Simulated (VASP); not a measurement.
# YbB (Pm-3m) in VASP: further runs

YbB is run at these levels: PBE; tasks: single point, relaxation of cell and atoms.

Everything below comes from runs of VASP 6.6.1. Logs are shortened: lines on timing, memory, paths and dates and some standing lists are left out, and cuts for length are marked.

### 1 The cell of the first run

The structure is cubic, space group Pm-3m (No. 221). Conventional cell: a = 3.167 Å, b = 3.167 Å, c = 3.167 Å, α = 90.00°, β = 90.00°, γ = 90.00°. Within 3.6 Å of Yb (site symmetry m-3m) lie 8 B at 2.74 Å and 6 Yb at 3.17 Å. Within 3.6 Å of B (site symmetry m-3m) lie 8 Yb at 2.74 Å and 6 B at 3.17 Å.

### 2 Single point, PBE

The input, INCAR:

```
PREC = Accurate ; ENCUT = 520
EDIFF = 1E-7 ; ISMEAR = 0
SIGMA = 0.1 ; LREAL = False
LASPH = True ; NELM = 80
ALGO = Normal ; ISIF = 2
LWAVE = False ; LCHARG = True
GGA = PE ; LELF = True
LVHAR = True ; NBANDS = 20
```

The input, KPOINTS:

```
regular mesh
0
Gamma
  6 6 6
```

The input, POSCAR:

```
YbB
1.0
    3.1669970308      0.0000000000      0.0000000000
    0.0000000000      3.1669970308      0.0000000000
    0.0000000000      0.0000000000      3.1669970308
Yb B
1 1
Direct
    0.0000000000      0.0000000000      0.0000000000
    0.5000000000      0.5000000000      0.5000000000
```

Potentials or basis: VASP PAW PBE potentials, release 64 (Yb, B).

Run with:

```console
$ cat potpaw_PBE.64/Yb/POTCAR potpaw_PBE.64/B/POTCAR > POTCAR
$ mpirun -np 1 vasp_std > vasp.out
```

OUTCAR:

```text
PREC = Accurate
   ENCUT = 520
   EDIFF = 1E-7
   ISMEAR = 0
   LREAL = False
   LASPH = True
   NELM = 80
   ISIF = 2
   GGA = PE

 ion  position               nearest neighbor table
   1  0.000  0.000  0.000-   2 2.74   2 2.74   2 2.74   2 2.74   2 2.74   2 2.74   2 2.74   2 2.74

   2  0.500  0.500  0.500-   1 2.74   1 2.74   1 2.74   1 2.74   1 2.74   1 2.74   1 2.74   1 2.74

  LATTYP: Found a simple cubic cell.
 ALAT       =     3.1669970308

  Lattice vectors:

 A1 = (   3.1669970308,   0.0000000000,   0.0000000000)
 A2 = (   0.0000000000,   3.1669970308,   0.0000000000)
 A3 = (   0.0000000000,   0.0000000000,   3.1669970308)

Analysis of symmetry for initial positions (statically):
=====================================================================
 Subroutine PRICEL returns:
 Original cell was already a primitive cell.

 Routine SETGRP: Setting up the symmetry group for a
 simple cubic supercell.

 Subroutine GETGRP returns: Found 48 space group operations
 (whereof 48 operations were pure point group operations)
 out of a pool of 48 trial point group operations.

The static configuration has the point symmetry O_h .

Analysis of symmetry for dynamics (positions and initial velocities):
=====================================================================
 Subroutine PRICEL returns:
 Original cell was already a primitive cell.

 Routine SETGRP: Setting up the symmetry group for a
 simple cubic supercell.

 Subroutine GETGRP returns: Found 48 space group operations
 (whereof 48 operations were pure point group operations)
 out of a pool of 48 trial point group operations.

The dynamic configuration has the point symmetry O_h .

 Subroutine INISYM returns: Found 48 space group operations
 (whereof 48 operations are pure point group operations),
 and found     1 'primitive' translations

----------------------------------------------------------------------------------------

                                     Primitive cell

  volume of cell :      31.7646

  direct lattice vectors                    reciprocal lattice vectors
     3.166997031  0.000000000  0.000000000     0.315756532  0.000000000  0.000000000
     0.000000000  3.166997031  0.000000000     0.000000000  0.315756532  0.000000000
     0.000000000  0.000000000  3.166997031     0.000000000  0.000000000  0.315756532

  length of vectors
     3.166997031  3.166997031  3.166997031     0.315756532  0.315756532  0.315756532

  position of ions in fractional coordinates (direct lattice)
     0.000000000  0.000000000  0.000000000
     0.500000000  0.500000000  0.500000000

  ion indices of the primitive-cell ions
   primitive index   ion index
                 1           1
                 2           2

----------------------------------------------------------------------------------------

 KPOINTS: regular mesh

Automatic generation of k-mesh.
 Grid dimensions read from file:
 generate k-points for:    6    6    6

 Generating k-lattice:

  Cartesian coordinates                     Fractional coordinates (reciprocal lattice)
     0.052626089  0.000000000  0.000000000     0.166666667  0.000000000  0.000000000
     0.000000000  0.052626089  0.000000000     0.000000000  0.166666667  0.000000000
     0.000000000  0.000000000  0.052626089     0.000000000  0.000000000  0.166666667

  Length of vectors
     0.052626089  0.052626089  0.052626089

  Shift w.r.t. Gamma in fractional coordinates (k-lattice)
     0.000000000  0.000000000  0.000000000

 Subroutine IBZKPT returns following result:
 ===========================================

 Found     20 irreducible k-points:

 Following reciprocal coordinates:
            Coordinates               Weight
  0.000000  0.000000  0.000000      1.000000
  0.166667  0.000000  0.000000      6.000000
  0.333333  0.000000  0.000000      6.000000
  0.500000  0.000000  0.000000      3.000000
  0.166667  0.166667  0.000000     12.000000
  0.333333  0.166667  0.000000     24.000000
[... 12 lines left out ...]
  0.500000  0.500000  0.333333      6.000000
  0.500000  0.500000  0.500000      1.000000
   k-points           NKPTS =     20   k-points in BZ     NKDIM =     20   number of bands    NBANDS=     20
   number of dos      NEDOS =    301   number of ions     NIONS =      2
   total plane-waves  NPLWV =  13824
   dimension x,y,z NGX =    24 NGY =   24 NGZ =   24
   dimension x,y,z NGXF=    48 NGYF=   48 NGZF=   48
   ions per type =               1   1
   NGX,Y,Z   is equivalent  to a cutoff of  12.60, 12.60, 12.60 a.u.
   NGXF,Y,Z  is equivalent  to a cutoff of  25.20, 25.20, 25.20 a.u.
 SYSTEM =  unknown system
   PREC   = accura    normal or accurate (medium, high low for compatibility)
   ISTART =      0    job   : 0-new  1-cont  2-samecut
   ICHARG =      2    charge: 1-file 2-atom 10-const
   ISPIN  =      1    spin polarized calculation?
   LNONCOLLINEAR =      F non collinear calculations
   LSORBIT =      F    spin-orbit coupling
   LASPH  =      T    aspherical Exc in radial PAW
   ENCUT  =  520.0 eV  38.22 Ry    6.18 a.u.   5.89  5.89  5.89*2*pi/ulx,y,z
   NELM   =     80;   NELMIN=  2; NELMDL= -5     # of ELM steps
   EDIFF  = 0.1E-06   stopping-criterion for ELM
   LREAL  =      F    real-space projection
   EDIFFG = 0.1E-05   stopping-criterion for IOM
   NSW    =      0    number of steps for IOM
   IBRION =     -1    ionic relax: 0-MD 1-quasi-New 2-CG
   NFREE  =      0    steps in history (QN), initial steepest desc. (CG)
   ISIF   =      2    stress and relaxation
   ISYM   =      2    0-nonsym 1-usesym 2-fastsym
   POTIM  = 0.5000    time-step for ionic-motion
   TEBEG  =    0.0;   TEEND  =   0.0 temperature during run
   PSTRESS=    0.0 pullay stress
   NELECT =      27.0000    total number of electrons
   NUPDOWN=      -1.0000    fix difference up-down
   EMIN   =  10.00;   EMAX   =-10.00  energy-range for DOS
   EFERMI =   0.00;   METHOD = LEGACY
   ISMEAR =     0;   SIGMA  =   0.10  broadening in eV -4-tet -1-fermi 0-gaus
   EFERMI_NEDOS =   21; number of points for ismear=-14 and -15
   IALGO  =     38    algorithm
   IMIX   =      4    mixing-type and parameters
     AMIX     =   0.40;   BMIX     =  1.00
     AMIX_MAG =   1.60;   BMIX_MAG =  1.00
  volume/ion in A,a.u.               =      15.88       107.18
  Fermi-wavevector in a.u.,A,eV,Ry     =   1.550774  2.930537 32.720639  2.404899
  Thomas-Fermi vector in A             =   2.655389
   LORBIT       =      0    0 simple, 1 ext, 2 COOP (PROOUT), +10 PAW based schemes
   GGA     = PE    functional components
   LHFCALC =     F    Hartree Fock is set to
   AEXX    =    0.0000 exact exchange contribution
   IVDW    =     0    specifies the selected vdW correction
   LEPSILON=     F    determine dielectric tensor
   LRPA    =     F    only Hartree local field effects (RPA)
 non-spin polarized calculation
 Gauss-broadening in eV      SIGMA  =   0.10
  energy-cutoff  :      520.00
  volume of cell :       31.76
 maximum number of plane-waves:       876
 NGX is ok and might be reduce to    24
   NGX = 11   NGY = 11   NGZ = 11

 number of electron      27.0000011 magnetization

 Free energy of the ion-electron system (eV)
  ---------------------------------------------------
  ext. energy  EPLUGINS =         0.00000000
  ---------------------------------------------------
  free energy    TOTEN  =        -9.51029137 eV

  energy without entropy =       -9.49449714  energy(sigma->0) =       -9.50239425

 E-fermi :   3.2804     XC(G=0): -11.5822

 val. band max:        3.2378028306   @ k =   0.5000   0.1667   0.1667
 cond. band min:       3.3038078533   @ k =   0.1667   0.1667   0.0000
 fundamental gap:      0.0660050227
 Fermi energy:         3.2803668772

 k-point     1 :       0.0000    0.0000    0.0000
  band No.  band energies     occupation
      1     -48.0692      2.00000
      2     -19.9952      2.00000
      3     -19.9952      2.00000
      4     -19.9952      2.00000
      5      -5.6860      2.00000
      6       2.6157      2.00000
[... 12 lines left out ...]
     19      11.1169      0.00000
     20      11.1169      0.00000

 k-point     2 :       0.1667    0.0000    0.0000
  band No.  band energies     occupation
      1     -48.0582      2.00000
      2     -20.2143      2.00000
      3     -19.9747      2.00000
      4     -19.9747      2.00000
      5      -5.1699      2.00000
      6       2.4170      2.00000
[... 12 lines left out ...]
     19      11.5222      0.00000
     20      11.5222      0.00000

 k-point     3 :       0.3333    0.0000    0.0000
  band No.  band energies     occupation
      1     -48.0362      2.00000
      2     -20.6257      2.00000
      3     -19.9333      2.00000
      4     -19.9333      2.00000
      5      -3.8308      2.00000
      6       0.5712      2.00000
[... 12 lines left out ...]
     19      12.4712      0.00000
     20      12.4712      0.00000

 k-point     4 :       0.5000    0.0000    0.0000
  band No.  band energies     occupation
      1     -48.0251      2.00000
      2     -20.8197      2.00000
      3     -19.9125      2.00000
      4     -19.9125      2.00000
      5      -2.4236      2.00000
      6      -1.1765      2.00000
[... 12 lines left out ...]
     19      12.8534      0.00000
     20      13.1555      0.00000

 k-point     5 :       0.1667    0.1667    0.0000
  band No.  band energies     occupation
      1     -48.0473      2.00000
      2     -20.2059      2.00000
      3     -20.1727      2.00000
      4     -19.9548      2.00000
      5      -4.7009      2.00000
      6       2.3195      2.00000
[... 12 lines left out ...]
     19      10.9130      0.00000
     20      12.5486      0.00000
[... 261 lines left out ...]
      6       1.1840      2.00000
[... 12 lines left out ...]
     19      13.2260      0.00000
     20      13.2260      0.00000

 k-point    18 :       0.5000    0.3333    0.3333
  band No.  band energies     occupation
      1     -47.9617      2.00000
      2     -20.6140      2.00000
      3     -20.4210      2.00000
      4     -20.3957      2.00000
      5      -1.8639      2.00000
      6       0.7830      2.00000
[... 12 lines left out ...]
     19      13.4469      0.00000
     20      13.9948      0.00000

 k-point    19 :       0.5000    0.5000    0.3333
  band No.  band energies     occupation
      1     -47.9512      2.00000
      2     -20.5806      2.00000
      3     -20.5806      2.00000
      4     -20.3792      2.00000
      5      -1.4984      2.00000
      6       0.6154      2.00000
[... 12 lines left out ...]
     19      13.7966      0.00000
     20      13.8689      0.00000

 k-point    20 :       0.5000    0.5000    0.5000
  band No.  band energies     occupation
      1     -47.9408      2.00000
      2     -20.5483      2.00000
      3     -20.5483      2.00000
      4     -20.5483      2.00000
      5      -0.1360      2.00000
      6       0.2315      2.00000
[... 12 lines left out ...]
     19      13.9397      0.00000
     20      13.9397      0.00000

------------------------ aborting loop because EDIFF is reached ----------------------------------------

  FORCE on cell =-STRESS in cart. coord.  units (eV):
  Direction    XX          YY          ZZ          XY          YZ          ZX
  --------------------------------------------------------------------------------------
  -------------------------------------------------------------------------------------
  Total        0.0021487      0.0021487      0.0021487      0.0000000      0.0000000     -0.0000000
  in kB        0.1083775      0.1083775      0.1083775      0.0000000      0.0000000     -0.0000000
  external PRESSURE =       0.1083775 kB  Pullay stress =       0.0000000 kB

 VOLUME and BASIS-vectors are now :
 -----------------------------------------------------------------------------
  energy-cutoff  :      520.00
  volume of cell :       31.76
      direct lattice vectors                 reciprocal lattice vectors
     3.166997031  0.000000000  0.000000000     0.315756532  0.000000000  0.000000000
     0.000000000  3.166997031  0.000000000     0.000000000  0.315756532  0.000000000
     0.000000000  0.000000000  3.166997031     0.000000000  0.000000000  0.315756532

 POSITION                                       TOTAL-FORCE (eV/Angst)
 -----------------------------------------------------------------------------------
      0.00000      0.00000      0.00000         0.000000      0.000000      0.000000
      1.58350      1.58350      1.58350         0.000000      0.000000      0.000000
 -----------------------------------------------------------------------------------
    total drift:                                0.000000      0.000000      0.000000

  FREE ENERGIE OF THE ION-ELECTRON SYSTEM (eV)
  ---------------------------------------------------
  free  energy   TOTEN  =        -9.5102913725 eV

  energy  without entropy=       -9.4944971359  energy(sigma->0) =       -9.50239425
```

It took 87 s on 1 thread of Intel Xeon 8259CL, shared host; peak memory 0.15 GiB.

Results:

| Quantity | Value |
| --- | --- |
| Free energy | -9.5103 eV |
| Pressure | 0.0 GPa |

Caveat: spin-orbit coupling is left out, which moves the levels of the heavy elements; without U or exact exchange the open f shell lies at the Fermi level, which spoils levels, moments and volumes.

### 3 Relaxation of cell and atoms, PBE

This run uses another cell than the first one, of 14.79 Å³/atom, 0.931 times its volume.

The input, INCAR:

```
SYSTEM = YbB
PREC = Accurate
ENCUT = 600
EDIFF = 1E-6
ISMEAR = 0
SIGMA = 0.1
LREAL = .False.
LASPH = .True.
NELM = 80
ALGO = Normal
ISIF = 3
LWAVE = .False.
LCHARG = .False.
GGA = PE
IBRION = 2
NSW = 90
EDIFFG = -0.04
```

The input, KPOINTS:

```
Automatic mesh
0
Gamma
  6 6 6
  0 0 0
```

The input, POSCAR:

```
YbB
1.0
    3.0929206100      0.0000000000      0.0000000000
    0.0000000000      3.0929206100      0.0000000000
    0.0000000000      0.0000000000      3.0929206100
Yb B
1 1
Direct
    0.0000000000      0.0000000000      0.0000000000
    0.5000000000      0.5000000000      0.5000000000
```

Potentials or basis: VASP PAW PBE potentials, release 64 (Yb, B).

Run with:

```console
$ cat potpaw_PBE.64/Yb/POTCAR potpaw_PBE.64/B/POTCAR > POTCAR
$ mpirun -np 1 vasp_std > vasp.out
```

OUTCAR:

```text
SYSTEM = YbB
   PREC = Accurate
   ENCUT = 600
   EDIFF = 1E-6
   ISMEAR = 0
   LREAL = .False.
   LASPH = .True.
   NELM = 80
   ISIF = 3
   GGA = PE
   IBRION = 2
   NSW = 90
   EDIFFG = -0.04

 ion  position               nearest neighbor table
   1  0.000  0.000  0.000-   2 2.68   2 2.68   2 2.68   2 2.68   2 2.68   2 2.68   2 2.68   2 2.68

   2  0.500  0.500  0.500-   1 2.68   1 2.68   1 2.68   1 2.68   1 2.68   1 2.68   1 2.68   1 2.68

  LATTYP: Found a simple cubic cell.
 ALAT       =     3.0929206100

  Lattice vectors:

 A1 = (   3.0929206100,   0.0000000000,   0.0000000000)
 A2 = (   0.0000000000,   3.0929206100,   0.0000000000)
[... 176 lines left out ...]

  FORCE on cell =-STRESS in cart. coord.  units (eV):
  Direction    XX          YY          ZZ          XY          YZ          ZX
  --------------------------------------------------------------------------------------
  -------------------------------------------------------------------------------------
  Total        1.1780782      1.1780782      1.1780782      0.0000000     -0.0000000      0.0000000
  in kB       63.7937878     63.7937878     63.7937878      0.0000000     -0.0000000      0.0000000
  external PRESSURE =      63.7937878 kB  Pullay stress =       0.0000000 kB
[... 59 lines left out ...]
--------------------------------------- Ionic step        3  -------------------------------------------

 number of electron      27.0000016 magnetization

 Free energy of the ion-electron system (eV)
  ---------------------------------------------------
  ext. energy  EPLUGINS =         0.00000000
  ---------------------------------------------------
  free energy    TOTEN  =        -9.51019590 eV

  energy without entropy =       -9.49431667  energy(sigma->0) =       -9.50225628

 E-fermi :   3.2994     XC(G=0): -11.6022

 val. band max:        3.2550163067   @ k =   0.5000   0.1667   0.1667
 cond. band min:       3.3229331611   @ k =   0.1667   0.1667   0.0000
 fundamental gap:      0.0679168544
 Fermi energy:         3.2993640771

 k-point     1 :       0.0000    0.0000    0.0000
  band No.  band energies     occupation
      1     -48.0470      2.00000
      2     -19.9693      2.00000
      3     -19.9693      2.00000
      4     -19.9693      2.00000
      5      -5.6811      2.00000
      6       2.6325      2.00000
[... 418 lines left out ...]
  FREE ENERGIE OF THE ION-ELECTRON SYSTEM (eV)
  ---------------------------------------------------
  free  energy   TOTEN  =        -9.5101959005 eV

  energy  without entropy=       -9.4943166656  energy(sigma->0) =       -9.50225628

 reached required accuracy - stopping structural energy minimisation
```

CONTCAR:

```text
YbB
   1.00000000000000
     3.1628731171575541    0.0000000000000000    0.0000000000000000
     0.0000000000000000    3.1628731171575541   -0.0000000000000000
    -0.0000000000000000   -0.0000000000000000    3.1628731171575541
  Yb              B
     1     1
Direct
     0.0000000000000000    0.0000000000000000    0.0000000000000000
     0.5000000000000000    0.5000000000000000    0.5000000000000000

  0.00000000E+00  0.00000000E+00  0.00000000E+00
  0.00000000E+00  0.00000000E+00  0.00000000E+00
```

Run time: 5.1 min. Hardware: 1 thread of Intel Xeon 8259CL, shared host; peak memory 0.18 GiB.

Results:

```
Free energy                            : -9.5102 eV
Relaxed volume                         : 15.82 Å³/atom
Relaxed cell                           : a = 3.163 Å, b = 3.163 Å, c = 3.163 Å, α = 90.00°, β = 90.00°, γ = 90.00°
Space group after relaxing (to 0.05 Å) : Pm-3m (No. 221)
Energy gained by relaxing              : 22.3 meV/atom
Ionic steps                            : 3
Pressure after relaxing                : 0.0 GPa
```

Step by step:
```
step  energy change (eV)  largest force (eV/Å)  pressure (GPa)  volume (Å³)
   1              0.0000                0.0000            6.38        29.59
   2             -0.0437                0.0000           -2.69        32.18
   3             -0.0446                0.0000            0.03        31.64
```

Final structure:
```xyz
2
Lattice="3.1629 0.0000 0.0000 0.0000 3.1629 0.0000 0.0000 0.0000 3.1629" Properties=species:S:1:pos:R:3 pbc="T T T"
Yb    0.0000    0.0000    0.0000
B     1.5814    1.5814    1.5814
```

Levels at points of the mesh, in eV from the Fermi level:
| k point | band 12 | band 13 | band 14 | band 15 | band 16 | band 17 |
| --- | --- | --- | --- | --- | --- | --- |
| (0.00, 0.00, 0.00) | -0.55 | 0.62 | 0.62 | 2.86 | 2.86 | 2.86 |
| (0.50, 0.00, 0.00) | -0.45 | -0.45 | 1.06 | 1.06 | 1.89 | 8.46 |
| (0.50, 0.50, 0.00) | -0.44 | -0.18 | -0.18 | 0.90 | 3.83 | 4.98 |
| (0.50, 0.50, 0.50) | -0.51 | -0.51 | -0.51 | -0.17 | 8.30 | 8.30 |

Caveat: spin-orbit coupling is left out, which moves the levels of the heavy elements; without U or exact exchange the open f shell lies at the Fermi level, which spoils levels, moments and volumes.
